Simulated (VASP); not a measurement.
# Ta (Im-3m) in VASP: a series of runs

Ta is run at these levels: LDA; tasks: single point.

Everything below comes from runs of VASP 6.6.1. Logs are shortened: lines on timing, memory, paths and dates and some standing lists are left out, and cuts for length are marked.

## Step 1: The cell of the first run

It takes space group Im-3m (No. 229, cubic). The conventional cell has a = 3.255 Å, b = 3.255 Å, c = 3.255 Å, α = 90.00°, β = 90.00°, γ = 90.00°. Ta (site symmetry m-3m) has 14 Ta at 2.82 to 3.26 Å within 3.7 Å.

## Step 2: Single point, LDA

Contents of INCAR:

```
SYSTEM = Ta
PREC = Accurate
ENCUT = 520
EDIFF = 1E-6
ISMEAR = -1
SIGMA = 0.2
LREAL = .FALSE.
LASPH = .TRUE.
NELM = 100
ALGO = Normal
ISIF = 2
LWAVE = .FALSE.
LCHARG = .FALSE.
NBANDS = 12
```

Contents of KPOINTS:

```
Automatic mesh
0
G
  14 14 14
  0 0 0
```

Contents of POSCAR:

```
Ta
1.0
   -1.6276710318      1.6276710318      1.6276710318
    1.6276710318     -1.6276710318      1.6276710318
    1.6276710318      1.6276710318     -1.6276710318
Ta
1
Direct
    0.0000000000      0.0000000000      0.0000000000
```

Potentials or basis: VASP PAW LDA potentials, release 64 (Ta_pv).

Started as:

```sh
cat potpaw_LDA.64/Ta_pv/POTCAR > POTCAR
mpirun -np 1 vasp_std > vasp.out
```

OUTCAR:

```text
SYSTEM = Ta
   PREC = Accurate
   ENCUT = 520
   EDIFF = 1E-6
   ISMEAR = -1
   LREAL = .FALSE.
   LASPH = .TRUE.
   NELM = 100
   ISIF = 2

 ion  position               nearest neighbor table
   1  0.000  0.000  0.000-

  LATTYP: Found a body centered cubic cell.
 ALAT       =     3.2553420636

  Lattice vectors:

 A1 = (  -1.6276710318,   1.6276710318,   1.6276710318)
 A2 = (   1.6276710318,  -1.6276710318,   1.6276710318)
 A3 = (   1.6276710318,   1.6276710318,  -1.6276710318)

Analysis of symmetry for initial positions (statically):
=====================================================================
 Subroutine PRICEL returns:
 Original cell was already a primitive cell.

 Routine SETGRP: Setting up the symmetry group for a
 body centered cubic supercell.

 Subroutine GETGRP returns: Found 48 space group operations
 (whereof 48 operations were pure point group operations)
 out of a pool of 48 trial point group operations.

The static configuration has the point symmetry O_h .

Analysis of symmetry for dynamics (positions and initial velocities):
=====================================================================
 Subroutine PRICEL returns:
 Original cell was already a primitive cell.

 Routine SETGRP: Setting up the symmetry group for a
 body centered cubic supercell.

 Subroutine GETGRP returns: Found 48 space group operations
 (whereof 48 operations were pure point group operations)
 out of a pool of 48 trial point group operations.

The dynamic configuration has the point symmetry O_h .

 Subroutine INISYM returns: Found 48 space group operations
 (whereof 48 operations are pure point group operations),
 and found     1 'primitive' translations

----------------------------------------------------------------------------------------

                                     Primitive cell

  volume of cell :      17.2488

  direct lattice vectors                    reciprocal lattice vectors
    -1.627671032  1.627671032  1.627671032     0.000000000  0.307187380  0.307187380
     1.627671032 -1.627671032  1.627671032     0.307187380  0.000000000  0.307187380
     1.627671032  1.627671032 -1.627671032     0.307187380  0.307187380  0.000000000

  length of vectors
     2.819208925  2.819208925  2.819208925     0.434428559  0.434428559  0.434428559

  position of ions in fractional coordinates (direct lattice)
     0.000000000  0.000000000  0.000000000

  ion indices of the primitive-cell ions
   primitive index   ion index
                 1           1

----------------------------------------------------------------------------------------

 KPOINTS: Automatic mesh

Automatic generation of k-mesh.
 Grid dimensions read from file:
 generate k-points for:   14   14   14

 Generating k-lattice:

  Cartesian coordinates                     Fractional coordinates (reciprocal lattice)
     0.000000000  0.021941956  0.021941956     0.071428571  0.000000000  0.000000000
     0.021941956  0.000000000  0.021941956     0.000000000  0.071428571  0.000000000
     0.021941956  0.021941956  0.000000000     0.000000000  0.000000000  0.071428571

  Length of vectors
     0.031030611  0.031030611  0.031030611

  Shift w.r.t. Gamma in fractional coordinates (k-lattice)
     0.000000000  0.000000000  0.000000000

 Subroutine IBZKPT returns following result:
 ===========================================

 Found    104 irreducible k-points:

 Following reciprocal coordinates:
            Coordinates               Weight
  0.000000  0.000000  0.000000      1.000000
  0.071429  0.000000  0.000000     12.000000
  0.142857  0.000000  0.000000     12.000000
  0.214286  0.000000  0.000000     12.000000
  0.285714  0.000000  0.000000     12.000000
  0.357143  0.000000  0.000000     12.000000
[... 16 lines left out ...]
  0.285714  0.285714  0.000000     24.000000
  0.357143  0.285714  0.000000     24.000000
 [... further k-points ...]
   k-points           NKPTS =    104   k-points in BZ     NKDIM =    104   number of bands    NBANDS=     12
   number of dos      NEDOS =    301   number of ions     NIONS =      1
   total plane-waves  NPLWV =  13824
   dimension x,y,z NGX =    24 NGY =   24 NGZ =   24
   dimension x,y,z NGXF=    48 NGYF=   48 NGZF=   48
   ions per type =               1
   NGX,Y,Z   is equivalent  to a cutoff of  14.15, 14.15, 14.15 a.u.
   NGXF,Y,Z  is equivalent  to a cutoff of  28.31, 28.31, 28.31 a.u.
 SYSTEM =  Ta
   PREC   = accura    normal or accurate (medium, high low for compatibility)
   ISTART =      0    job   : 0-new  1-cont  2-samecut
   ICHARG =      2    charge: 1-file 2-atom 10-const
   ISPIN  =      1    spin polarized calculation?
   LNONCOLLINEAR =      F non collinear calculations
   LSORBIT =      F    spin-orbit coupling
   LASPH  =      T    aspherical Exc in radial PAW
   ENCUT  =  520.0 eV  38.22 Ry    6.18 a.u.   5.24  5.24  5.24*2*pi/ulx,y,z
   NELM   =    100;   NELMIN=  2; NELMDL= -5     # of ELM steps
   EDIFF  = 0.1E-05   stopping-criterion for ELM
   LREAL  =      F    real-space projection
   EDIFFG = 0.1E-04   stopping-criterion for IOM
   NSW    =      0    number of steps for IOM
   IBRION =     -1    ionic relax: 0-MD 1-quasi-New 2-CG
   NFREE  =      0    steps in history (QN), initial steepest desc. (CG)
   ISIF   =      2    stress and relaxation
   ISYM   =      2    0-nonsym 1-usesym 2-fastsym
   POTIM  = 0.5000    time-step for ionic-motion
   TEBEG  =    0.0;   TEEND  =   0.0 temperature during run
   PSTRESS=    0.0 pullay stress
   NELECT =      11.0000    total number of electrons
   NUPDOWN=      -1.0000    fix difference up-down
   EMIN   =  10.00;   EMAX   =-10.00  energy-range for DOS
   EFERMI =   0.00;   METHOD = LEGACY
   ISMEAR =    -1;   SIGMA  =   0.20  broadening in eV -4-tet -1-fermi 0-gaus
   EFERMI_NEDOS =   21; number of points for ismear=-14 and -15
   IALGO  =     38    algorithm
   IMIX   =      4    mixing-type and parameters
     AMIX     =   0.40;   BMIX     =  1.00
     AMIX_MAG =   1.60;   BMIX_MAG =  1.00
  volume/ion in A,a.u.               =      17.25       116.40
  Fermi-wavevector in a.u.,A,eV,Ry     =   1.409134  2.662878 27.016543  1.985660
  Thomas-Fermi vector in A             =   2.531221
   LORBIT       =      0    0 simple, 1 ext, 2 COOP (PROOUT), +10 PAW based schemes
   GGA     = CA    functional components
   LHFCALC =     F    Hartree Fock is set to
   AEXX    =    0.0000 exact exchange contribution
   IVDW    =     0    specifies the selected vdW correction
   LEPSILON=     F    determine dielectric tensor
   LRPA    =     F    only Hartree local field effects (RPA)
 non-spin polarized calculation
  energy-cutoff  :      520.00
  volume of cell :       17.25
 maximum number of plane-waves:       476
 NGX is ok and might be reduce to    24
   NGX = 11   NGY = 11   NGZ = 11

 number of electron      11.0000000 magnetization

 Free energy of the ion-electron system (eV)
  ---------------------------------------------------
  ext. energy  EPLUGINS =         0.00000000
  ---------------------------------------------------
  free energy    TOTEN  =       -12.90934684 eV

  energy without entropy =      -12.75634508  energy(sigma->0) =      -12.83284596

 E-fermi :   5.8184     XC(G=0): -13.0164

 val. band max:        5.7922420306   @ k =   0.2143   0.0000   0.0000
 cond. band min:       5.8210183687   @ k =  -0.4286  -0.4286   0.2143
 fundamental gap:      0.0287763381
 Fermi energy:         5.8183729664

 k-point     1 :       0.0000    0.0000    0.0000
  band No.  band energies     occupation
      1     -26.9579      2.00000
      2     -26.9579      2.00000
      3     -26.9579      2.00000
      4      -2.2395      2.00000
      5       6.4352      0.08753
      6       6.4352      0.08753
      7       6.4352      0.08753
      8       9.8489      0.00000
      9       9.8489      0.00000
     10      19.6088      0.00000
     11      21.0401      0.00000
     12      21.0401      0.00000

 k-point     2 :       0.0714    0.0000    0.0000
  band No.  band energies     occupation
      1     -27.0329      2.00000
      2     -26.9806      2.00000
      3     -26.9584      2.00000
      4      -1.9977      2.00000
      5       6.2796      0.18124
      6       6.3903      0.10840
      7       6.6725      0.02756
      8       9.6002      0.00000
      9       9.8494      0.00000
     10      19.6088      0.00000
     11      21.2576      0.00000
     12      21.4581      0.00000

 k-point     3 :       0.1429    0.0000    0.0000
  band No.  band energies     occupation
      1     -27.2388      2.00000
      2     -27.0439      2.00000
      3     -26.9598      2.00000
      4      -1.3190      2.00000
      5       5.8734      0.86320
      6       6.1798      0.28201
      7       7.3720      0.00085
      8       9.2032      0.00000
      9       9.8723      0.00000
     10      19.6084      0.00000
     11      21.7291      0.00000
     12      22.6467      0.00000
[... 286 lines left out ...]
 k-point    23 :       0.2857    0.2857    0.0000
  band No.  band energies     occupation
      1     -28.0690      2.00000
      2     -27.7040      2.00000
      3     -27.1238      2.00000
      4       2.9446      2.00000
      5       4.3173      1.99890
      6       5.2518      1.88884
      7       9.8670      0.00000
      8      10.7065      0.00000
      9      16.0097      0.00000
     10      16.2758      0.00000
     11      19.6164      0.00000
     12      20.3054      0.00000

 k-point    24 :       0.3571    0.2857    0.0000
  band No.  band energies     occupation
      1     -28.0167      2.00000
      2     -27.8064      2.00000
      3     -27.1311      2.00000
      4       3.0656      2.00000
      5       4.4790      1.99753
      6       5.1196      1.94102
      7      10.1166      0.00000
      8      10.7339      0.00000
      9      15.1999      0.00000
     10      17.4598      0.00000
     11      19.3098      0.00000
     12      19.6156      0.00000

 [... further k-points ...]
[... 5 lines left out ...]
  --------------------------------------------------------------------------------------
  -------------------------------------------------------------------------------------
  Total        0.1347955      0.1347955      0.1347955      0.0000000      0.0000000     -0.0000000
  in kB       12.5206276     12.5206276     12.5206276      0.0000000      0.0000000     -0.0000000
  external PRESSURE =      12.5206276 kB  Pullay stress =       0.0000000 kB

 VOLUME and BASIS-vectors are now :
 -----------------------------------------------------------------------------
  energy-cutoff  :      520.00
  volume of cell :       17.25
      direct lattice vectors                 reciprocal lattice vectors
    -1.627671032  1.627671032  1.627671032     0.000000000  0.307187380  0.307187380
     1.627671032 -1.627671032  1.627671032     0.307187380  0.000000000  0.307187380
     1.627671032  1.627671032 -1.627671032     0.307187380  0.307187380  0.000000000

 POSITION                                       TOTAL-FORCE (eV/Angst)
 -----------------------------------------------------------------------------------
      0.00000      0.00000      0.00000        -0.000000      0.000000     -0.000000
 -----------------------------------------------------------------------------------
    total drift:                               -0.000000      0.000000      0.000000

  FREE ENERGIE OF THE ION-ELECTRON SYSTEM (eV)
  ---------------------------------------------------
  free  energy   TOTEN  =       -12.9093468443 eV

  energy  without entropy=      -12.7563450760  energy(sigma->0) =      -12.83284596
```

It took 6.2 s on 1 thread of Intel Xeon 6975P-C, shared host; peak memory 0.14 GiB.

What came out:

```yaml
Free_energy: -12.9093 eV
Pressure: 1.3 GPa
```

Levels at points of the mesh, in eV from the Fermi level:
| k point | band 2 | band 3 | band 4 | band 5 | band 6 | band 7 | band 8 | band 9 |
| --- | --- | --- | --- | --- | --- | --- | --- | --- |
| (0.00, 0.00, 0.00) | -32.78 | -32.78 | -8.06 | 0.62 | 0.62 | 0.62 | 4.03 | 4.03 |
| (0.50, 0.00, 0.00) | -33.22 | -32.79 | -4.62 | -1.77 | 1.90 | 3.94 | 5.01 | 8.13 |
| (0.50, 0.50, 0.50) | -33.73 | -33.73 | -4.14 | -4.14 | 7.10 | 7.10 | 7.10 | 9.10 |

Caveat: spin-orbit coupling is left out, which moves the levels of the heavy elements.

## Step 3: Single point, LDA

Contents of INCAR:

```
PREC     = Accurate       # precision mode
ENCUT    = 520            # plane-wave cutoff, eV
EDIFF    = 1E-6           # SCF threshold, eV
ISMEAR   = -1             # smearing method
SIGMA    = 0.3            # smearing width, eV
LREAL    = F              # projectors in reciprocal space
LASPH    = T              # aspherical terms in the spheres
NELM     = 100            # most SCF steps
ALGO     = Normal         # electronic algorithm
ISIF     = 2              # what is computed and relaxed
LWAVE    = F              # write WAVECAR
LCHARG   = F              # write CHGCAR
NBANDS   = 12             # bands
```

Contents of KPOINTS:

```
regular mesh
0
Gamma
  14 14 14
```

POSCAR is that of step 2.

Potentials or basis: VASP PAW LDA potentials, release 64 (Ta_pv).

Started as:

```sh
cat potpaw_LDA.64/Ta_pv/POTCAR > POTCAR
mpirun -np 1 vasp_std > vasp.out
```

It took 6.2 s on 1 thread of Intel Xeon 6975P-C, shared host; peak memory 0.14 GiB.

It converged, with:

```
Free energy : -13.0011 eV
Pressure    : 2.1 GPa
```

Levels at points of the mesh, in eV from the Fermi level:
| k point | band 4 | band 5 | band 6 | band 7 | band 8 | band 9 |
| --- | --- | --- | --- | --- | --- | --- |
| (0.00, 0.00, 0.00) | -8.11 | 0.57 | 0.57 | 0.57 | 3.98 | 3.98 |
| (0.50, 0.00, 0.00) | -4.68 | -1.82 | 1.84 | 3.89 | 4.96 | 8.08 |
| (0.50, 0.50, 0.50) | -4.19 | -4.19 | 7.05 | 7.05 | 7.05 | 9.05 |

Caveat: spin-orbit coupling is left out, which moves the levels of the heavy elements.
